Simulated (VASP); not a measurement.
Set up this calculation in VASP 6.6.1, as the native input.

```yaml
Task: single point
Functional: PBE
Potentials_or_basis: VASP PAW PBE potentials, release 64 (Ga_d, H)
Cutoff: 520 eV
k_mesh: 14 × 14 × 10
Occupations: gaussian, width 0.1 eV
Spin: no spin polarisation
Dipole_correction: no
Further_INCAR_settings: ALGO = Fast; EDIFF = 1e-06; NBANDS = 22
```

The structure of GaH lies in POSCAR:

```
GaH
1.0
    1.4046389660     -4.6026975189      0.0155001411
    1.4046389660      4.6026975189      0.0155001411
   -0.0764118053      0.0000000000      3.7014819072
Ga H
2 2
Direct
    0.8829624598      0.1170375402      0.2500000000
    0.1170375402      0.8829624598      0.7500000000
    0.3067333699      0.6932666301      0.7500000000
    0.6932666301      0.3067333699      0.2500000000
```

One way to write it, as run:

INCAR

```
ALGO = Fast ; EDIFF = 1E-6
ENCUT = 520 ; GGA = PE
ISIF = 2 ; ISMEAR = 0
LASPH = T ; LCHARG = F
LREAL = F ; LWAVE = F
NBANDS = 22 ; NELM = 80
PREC = Accurate ; SIGMA = 0.1
```

KPOINTS

```
k-points
0
Gamma
  14 14 10
```

Potentials or basis: VASP PAW PBE potentials, release 64 (Ga_d, H).

Launch:

```sh
$ cat potpaw_PBE.64/Ga_d/POTCAR potpaw_PBE.64/H/POTCAR > POTCAR
$ mpirun -np 1 vasp_std > vasp.out
```

Results of the run:

```yaml
Pressure: 0.0 GPa
Largest_force: 0.007 eV/Å
Band_gap_on_the_k_mesh: zero (bands 14 and 15 overlap by 3.59 eV)
```

Wall time 4.6 min on 1 thread of Intel(R) Xeon(R) 6975P-C (Granite Rapids), with other jobs on the host, peak memory 0.55 GiB.
